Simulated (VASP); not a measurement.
# Mn (P6/mmm) in VASP: a series of runs

Runs on Mn. Level: LDA. Tasks: single point, relaxation of cell and atoms.

Everything below comes from runs of VASP 6.6.1. Logs are shortened: lines on timing, memory, paths and dates and some standing lists are left out, and cuts for length are marked.

## (1) The cell of the first run

It takes space group P6/mmm (No. 191, hexagonal). Conventional cell: a = 3.869 Å, b = 3.869 Å, c = 2.434 Å, α = 90.00°, β = 90.00°, γ = 120.00°. Mn (site symmetry 6/mmm) has 14 Mn at 2.43 to 2.54 Å within 3.2 Å. Within 3.0 Å of Mn (site symmetry -6m2) lie 11 Mn at 2.23 to 2.54 Å.

This isn't the form of Mn at room conditions, which is a 58-atom cubic cell.

## (2) Single point, LDA (10.52 Å³/atom)

INCAR

```
SYSTEM = Mn
ALGO = Normal ; EDIFF = 1E-7
ENCUT = 520 ; ISIF = 2
ISMEAR = -1 ; LASPH = .True.
LCHARG = .True. ; LELF = .True.
LREAL = .False. ; LVHAR = .True.
LWAVE = .False. ; NBANDS = 26
NELM = 80 ; PREC = Accurate
SIGMA = 0.1
```

KPOINTS

```
k-points
0
Gamma
  11 11 15
  0 0 0
```

POSCAR

```
Mn
1.0
    3.8685989584      0.0000000000      0.0000000000
   -1.9342994792      3.3503049750      0.0000000000
    0.0000000000      0.0000000000      2.4340688138
Mn
3
Direct
    1.0000000000      1.0000000000      0.0000000000
    0.3333333333      0.6666666667      0.5000000000
    0.6666666667      0.3333333333      0.5000000000
```

Potentials or basis: VASP PAW LDA potentials, release 64 (Mn_pv).

Launch:

```console
cat potpaw_LDA.64/Mn_pv/POTCAR > POTCAR
mpirun -np 1 vasp_std > vasp.out
```

OUTCAR:

```text
SYSTEM = Mn
   EDIFF = 1E-7
   ENCUT = 520
   ISIF = 2
   ISMEAR = -1
   LASPH = .True.
   LREAL = .False.
   NELM = 80
   PREC = Accurate

 ion  position               nearest neighbor table
   1  0.000  0.000  0.000-   2 2.54   3 2.54   2 2.54   3 2.54   2 2.54   2 2.54   3 2.54   3 2.54
                             3 2.54   3 2.54   2 2.54   2 2.54
   2  0.333  0.667  0.500-   3 2.23   3 2.23   3 2.23   1 2.54   1 2.54   1 2.54   1 2.54   1 2.54
                             1 2.54
   3  0.667  0.333  0.500-   2 2.23   2 2.23   2 2.23   1 2.54   1 2.54   1 2.54   1 2.54   1 2.54
                             1 2.54

  LATTYP: Found a hexagonal cell.
 ALAT       =     3.8685989584
 C/A-ratio  =     0.6291861317

  Lattice vectors:

 A1 = (   3.8685989584,   0.0000000000,   0.0000000000)
 A2 = (  -1.9342994792,   3.3503049750,   0.0000000000)
 A3 = (   0.0000000000,   0.0000000000,   2.4340688138)

Analysis of symmetry for initial positions (statically):
=====================================================================
 Subroutine PRICEL returns:
 Original cell was already a primitive cell.

 Routine SETGRP: Setting up the symmetry group for a
 hexagonal supercell.

 Subroutine GETGRP returns: Found 24 space group operations
 (whereof 24 operations were pure point group operations)
 out of a pool of 24 trial point group operations.

The static configuration has the point symmetry D_6h.

Analysis of symmetry for dynamics (positions and initial velocities):
=====================================================================
 Subroutine PRICEL returns:
 Original cell was already a primitive cell.

 Routine SETGRP: Setting up the symmetry group for a
 hexagonal supercell.

 Subroutine GETGRP returns: Found 24 space group operations
 (whereof 24 operations were pure point group operations)
 out of a pool of 24 trial point group operations.

The dynamic configuration has the point symmetry D_6h.

 Subroutine INISYM returns: Found 24 space group operations
 (whereof 24 operations are pure point group operations),
 and found     1 'primitive' translations

----------------------------------------------------------------------------------------

                                     Primitive cell

  volume of cell :      31.5479

  direct lattice vectors                    reciprocal lattice vectors
     3.868598958  0.000000000  0.000000000     0.258491514  0.149240145  0.000000000
    -1.934299479  3.350304975  0.000000000     0.000000000  0.298480290  0.000000000
     0.000000000  0.000000000  2.434068814     0.000000000  0.000000000  0.410834728

  length of vectors
     3.868598958  3.868598958  2.434068814     0.298480290  0.298480290  0.410834728

  position of ions in fractional coordinates (direct lattice)
     0.000000000  0.000000000  0.000000000
     0.333333333  0.666666667  0.500000000
     0.666666667  0.333333333  0.500000000

  ion indices of the primitive-cell ions
   primitive index   ion index
                 1           1
                 2           2
                 3           3

----------------------------------------------------------------------------------------

 KPOINTS: k-points

Automatic generation of k-mesh.
 Grid dimensions read from file:
 generate k-points for:   11   11   15

 Generating k-lattice:

  Cartesian coordinates                     Fractional coordinates (reciprocal lattice)
     0.023499229  0.013567286  0.000000000     0.090909091  0.000000000  0.000000000
     0.000000000  0.027134572  0.000000000     0.000000000  0.090909091  0.000000000
     0.000000000  0.000000000  0.027388982     0.000000000  0.000000000  0.066666667

  Length of vectors
     0.027134572  0.027134572  0.027388982

  Shift w.r.t. Gamma in fractional coordinates (k-lattice)
     0.000000000  0.000000000  0.000000000

 Subroutine IBZKPT returns following result:
 ===========================================

 Found    128 irreducible k-points:

 Following reciprocal coordinates:
            Coordinates               Weight
  0.000000  0.000000  0.000000      1.000000
  0.090909  0.000000  0.000000      6.000000
  0.181818  0.000000  0.000000      6.000000
  0.272727  0.000000  0.000000      6.000000
  0.363636  0.000000  0.000000      6.000000
  0.454545  0.000000  0.000000      6.000000
[... 16 lines left out ...]
  0.090909  0.090909  0.066667     12.000000
  0.181818  0.090909  0.066667     24.000000
 [... further k-points ...]
   k-points           NKPTS =    128   k-points in BZ     NKDIM =    128   number of bands    NBANDS=     26
   number of dos      NEDOS =    301   number of ions     NIONS =      3
   total plane-waves  NPLWV =  16200
   dimension x,y,z NGX =    30 NGY =   30 NGZ =   18
   dimension x,y,z NGXF=    60 NGYF=   60 NGZF=   36
   ions per type =               3
   NGX,Y,Z   is equivalent  to a cutoff of  12.89, 12.89, 12.29 a.u.
   NGXF,Y,Z  is equivalent  to a cutoff of  25.78, 25.78, 24.59 a.u.
 SYSTEM =  Mn
   PREC   = accura    normal or accurate (medium, high low for compatibility)
   ISTART =      0    job   : 0-new  1-cont  2-samecut
   ICHARG =      2    charge: 1-file 2-atom 10-const
   ISPIN  =      1    spin polarized calculation?
   LNONCOLLINEAR =      F non collinear calculations
   LSORBIT =      F    spin-orbit coupling
   LASPH  =      T    aspherical Exc in radial PAW
   ENCUT  =  520.0 eV  38.22 Ry    6.18 a.u.   7.19  7.19  4.53*2*pi/ulx,y,z
   NELM   =     80;   NELMIN=  2; NELMDL= -5     # of ELM steps
   EDIFF  = 0.1E-06   stopping-criterion for ELM
   LREAL  =      F    real-space projection
   EDIFFG = 0.1E-05   stopping-criterion for IOM
   NSW    =      0    number of steps for IOM
   IBRION =     -1    ionic relax: 0-MD 1-quasi-New 2-CG
   NFREE  =      0    steps in history (QN), initial steepest desc. (CG)
   ISIF   =      2    stress and relaxation
   ISYM   =      2    0-nonsym 1-usesym 2-fastsym
   POTIM  = 0.5000    time-step for ionic-motion
   TEBEG  =    0.0;   TEEND  =   0.0 temperature during run
   PSTRESS=    0.0 pullay stress
   NELECT =      39.0000    total number of electrons
   NUPDOWN=      -1.0000    fix difference up-down
   EMIN   =  10.00;   EMAX   =-10.00  energy-range for DOS
   EFERMI =   0.00;   METHOD = LEGACY
   ISMEAR =    -1;   SIGMA  =   0.10  broadening in eV -4-tet -1-fermi 0-gaus
   EFERMI_NEDOS =   21; number of points for ismear=-14 and -15
   IALGO  =     38    algorithm
   IMIX   =      4    mixing-type and parameters
     AMIX     =   0.40;   BMIX     =  1.00
     AMIX_MAG =   1.60;   BMIX_MAG =  1.00
  volume/ion in A,a.u.               =      10.52        70.97
  Fermi-wavevector in a.u.,A,eV,Ry     =   1.757004  3.320256 42.002039  3.087063
  Thomas-Fermi vector in A             =   2.826443
   LORBIT       =      0    0 simple, 1 ext, 2 COOP (PROOUT), +10 PAW based schemes
   GGA     = CA    functional components
   LHFCALC =     F    Hartree Fock is set to
   AEXX    =    0.0000 exact exchange contribution
   IVDW    =     0    specifies the selected vdW correction
   LEPSILON=     F    determine dielectric tensor
   LRPA    =     F    only Hartree local field effects (RPA)
 non-spin polarized calculation
  energy-cutoff  :      520.00
  volume of cell :       31.55
 maximum number of plane-waves:       875
 NGX is ok and might be reduce to    30
   NGX = 15   NGY = 15   NGZ =  9

 number of electron      39.0000078 magnetization

 Free energy of the ion-electron system (eV)
  ---------------------------------------------------
  ext. energy  EPLUGINS =         0.00000000
  ---------------------------------------------------
  free energy    TOTEN  =       -30.33034113 eV

  energy without entropy =      -30.22453306  energy(sigma->0) =      -30.27743709

 E-fermi :  10.5517     XC(G=0): -14.4876

 val. band max:       10.5516984805   @ k =   0.4545   0.0909   0.0667
 cond. band min:      10.5593967765   @ k =   0.1818   0.0909   0.0667
 fundamental gap:      0.0076982959
 Fermi energy:        10.5517275333

 k-point     1 :       0.0000    0.0000    0.0000
  band No.  band energies     occupation
      1     -37.3220      2.00000
      2     -37.3220      2.00000
      3     -36.9639      2.00000
      4     -36.9639      2.00000
      5     -36.8292      2.00000
      6     -36.6195      2.00000
[... 18 lines left out ...]
     25      12.5457      0.00000
     26      19.5779      0.00000

 k-point     2 :       0.0909    0.0000    0.0000
  band No.  band energies     occupation
      1     -37.3409      2.00000
      2     -37.3255      2.00000
      3     -36.9407      2.00000
      4     -36.9361      2.00000
      5     -36.8240      2.00000
      6     -36.6223      2.00000
[... 18 lines left out ...]
     25      12.5295      0.00000
     26      17.8738      0.00000

 k-point     3 :       0.1818    0.0000    0.0000
  band No.  band energies     occupation
      1     -37.3836      2.00000
      2     -37.3232      2.00000
      3     -36.8853      2.00000
      4     -36.8692      2.00000
      5     -36.8091      2.00000
      6     -36.6306      2.00000
[... 18 lines left out ...]
     25      12.4802      0.00000
     26      16.1681      0.00000

 k-point     4 :       0.2727    0.0000    0.0000
  band No.  band energies     occupation
      1     -37.4292      2.00000
      2     -37.2967      2.00000
      3     -36.8193      2.00000
      4     -36.7926      2.00000
      5     -36.7863      2.00000
      6     -36.6864      2.00000
[... 18 lines left out ...]
     25      12.3956      0.00000
     26      14.6692      0.00000
[... 496 lines left out ...]
      1     -37.4774      2.00000
      2     -37.1748      2.00000
      3     -36.9184      2.00000
      4     -36.7565      2.00000
      5     -36.7166      2.00000
      6     -36.7074      2.00000
[... 18 lines left out ...]
     25      12.5369      0.00000
     26      12.7137      0.00000

 k-point    23 :       0.0909    0.0909    0.0667
  band No.  band energies     occupation
      1     -37.3639      2.00000
      2     -37.3250      2.00000
      3     -36.8944      2.00000
      4     -36.8932      2.00000
      5     -36.8289      2.00000
      6     -36.6478      2.00000
[... 18 lines left out ...]
     25      12.4647      0.00000
     26      16.9107      0.00000

 k-point    24 :       0.1818    0.0909    0.0667
  band No.  band energies     occupation
      1     -37.4008      2.00000
      2     -37.3144      2.00000
      3     -36.8439      2.00000
      4     -36.8326      2.00000
      5     -36.7944      2.00000
      6     -36.6683      2.00000
[... 18 lines left out ...]
     25      12.4074      0.00000
     26      15.3930      0.00000

 [... further k-points ...]
[... 5 lines left out ...]
  --------------------------------------------------------------------------------------
  -------------------------------------------------------------------------------------
  Total       -2.2444289     -2.2444289     -2.1334025      0.0000000     -0.0000000     -0.0000000
  in kB     -113.9844271   -113.9844271   -108.3459010      0.0000000     -0.0000000     -0.0000000
  external PRESSURE =    -112.1049184 kB  Pullay stress =       0.0000000 kB

 VOLUME and BASIS-vectors are now :
 -----------------------------------------------------------------------------
  energy-cutoff  :      520.00
  volume of cell :       31.55
      direct lattice vectors                 reciprocal lattice vectors
     3.868598958  0.000000000  0.000000000     0.258491514  0.149240145  0.000000000
    -1.934299479  3.350304975  0.000000000     0.000000000  0.298480290  0.000000000
     0.000000000  0.000000000  2.434068814     0.000000000  0.000000000  0.410834728

 POSITION                                       TOTAL-FORCE (eV/Angst)
 -----------------------------------------------------------------------------------
      0.00000      0.00000      0.00000         0.000000      0.000000      0.000000
     -0.00000      2.23354      1.21703         0.000000     -0.000000     -0.000000
      1.93430      1.11677      1.21703        -0.000000      0.000000      0.000000
 -----------------------------------------------------------------------------------
    total drift:                               -0.000000      0.000000      0.000000

  FREE ENERGIE OF THE ION-ELECTRON SYSTEM (eV)
  ---------------------------------------------------
  free  energy   TOTEN  =       -30.3303411297 eV

  energy  without entropy=      -30.2245330569  energy(sigma->0) =      -30.27743709
```

Wall time 48 s (1 thread of Intel Xeon 6975P-C (Granite Rapids), shared host); peak memory 0.19 GiB.

What came out:

```
Free energy            : -30.3303 eV
Pressure               : -11.2 GPa
Band gap on the k mesh : zero (an odd number of electrons rules out a gap without spin polarisation)
```

Caveat: the cell stands under tension; the run has no spin polarisation, though such a crystal can be magnetic. Spin polarisation is off, so any magnetic state and its effect on volume and gap are missing.

## (3) Single point, LDA (10.92 Å³/atom)

This run uses another cell than the first one, of 10.92 Å³/atom.

INCAR

```
ALGO = Normal
EDIFF = 1E-7
ENCUT = 520
GGA = CA
ISIF = 2
ISMEAR = -1
LASPH = T
LCHARG = T
LELF = T
LREAL = F
LVHAR = T
LWAVE = F
NBANDS = 26
NELM = 60
PREC = Accurate
SIGMA = 0.1
```

KPOINTS

```
k-points
0
Gamma
  11 11 15
```

POSCAR

```
Mn
1.0
    3.9175737646      0.0000000000      0.0000000000
   -1.9587868823      3.3927184013      0.0000000000
    0.0000000000      0.0000000000      2.4648830827
Mn
3
Direct
    1.0000000000      1.0000000000      0.0000000000
    0.3333333333      0.6666666667      0.5000000000
    0.6666666667      0.3333333333      0.5000000000
```

Potentials or basis: VASP PAW LDA potentials, release 64 (Mn_pv).

Launch:

```console
cat potpaw_LDA.64/Mn_pv/POTCAR > POTCAR
mpirun -np 1 vasp_std > vasp.out
```

Run time: 49 s. Hardware: 1 thread of Intel Xeon 6975P-C (Granite Rapids), shared host; peak memory 0.18 GiB.

The run converged. Its results:

```yaml
Free_energy: -30.2087 eV
Pressure: -20.7 GPa
Band_gap_on_the_k_mesh: zero (an odd number of electrons rules out a gap without spin polarisation)
```

Stress tensor (GPa, compression positive):
```
-21.14   0.00   0.00
  0.00 -21.14   0.00
  0.00   0.00 -19.76
```

Levels at points of the mesh, in eV from the Fermi level:
```csv
k point,band 17,band 18,band 19,band 20,band 21,band 22
"(0.00, 0.00, 0.00)",-1.10,-0.54,-0.54,-0.13,-0.13,-0.03
```

Caveat: the cell stands under tension; the run has no spin polarisation, though such a crystal can be magnetic. Spin polarisation is off, so any magnetic state and its effect on volume and gap are missing.

## (4) Single point, LDA (11.32 Å³/atom)

This run uses another cell than the first one, of 11.32 Å³/atom.

INCAR

```
PREC = Accurate ; ENCUT = 520
EDIFF = 1E-7 ; ISMEAR = -1
SIGMA = 0.1 ; LREAL = F
LASPH = T ; NELM = 80
ALGO = Normal ; ISIF = 2
LWAVE = F ; LCHARG = F
GGA = CA ; NBANDS = 26
```

KPOINTS

```
Automatic mesh
0
Gamma
  11 11 15
```

POSCAR

```
Mn
1.0
    3.9653537633      0.0000000000      0.0000000000
   -1.9826768816      3.4340970941      0.0000000000
    0.0000000000      0.0000000000      2.4949455953
Mn
3
Direct
    1.0000000000      1.0000000000      0.0000000000
    0.3333333333      0.6666666667      0.5000000000
    0.6666666667      0.3333333333      0.5000000000
```

Launch:

```console
cat potpaw_LDA.64/Mn_pv/POTCAR > POTCAR
mpirun -np 1 vasp_std > vasp.out
```

It took 51 s on 1 thread of Intel Xeon 6975P-C (Granite Rapids), shared host; peak memory 0.19 GiB.

The run converged. Its results:

```yaml
Free_energy: -30.0230 eV
Pressure: -28.2 GPa
Band_gap_on_the_k_mesh: zero (an odd number of electrons rules out a gap without spin polarisation)
```

Stress tensor (GPa, compression positive):
```
-28.94   0.00   0.00
  0.00 -28.94   0.00
  0.00   0.00 -26.87
```

Levels at points of the mesh, in eV from the Fermi level:
| k point | band 16 | band 17 | band 18 | band 19 | band 20 | band 21 | band 22 | band 23 |
| --- | --- | --- | --- | --- | --- | --- | --- | --- |
| (0.00, 0.00, 0.00) | -1.59 | -1.04 | -0.51 | -0.51 | -0.12 | -0.12 | -0.02 | -0.02 |

Caveat: the cell stands under tension; the run has no spin polarisation, though such a crystal can be magnetic. Spin polarisation is off, so any magnetic state and its effect on volume and gap are missing.

[end of part 1 of 2]
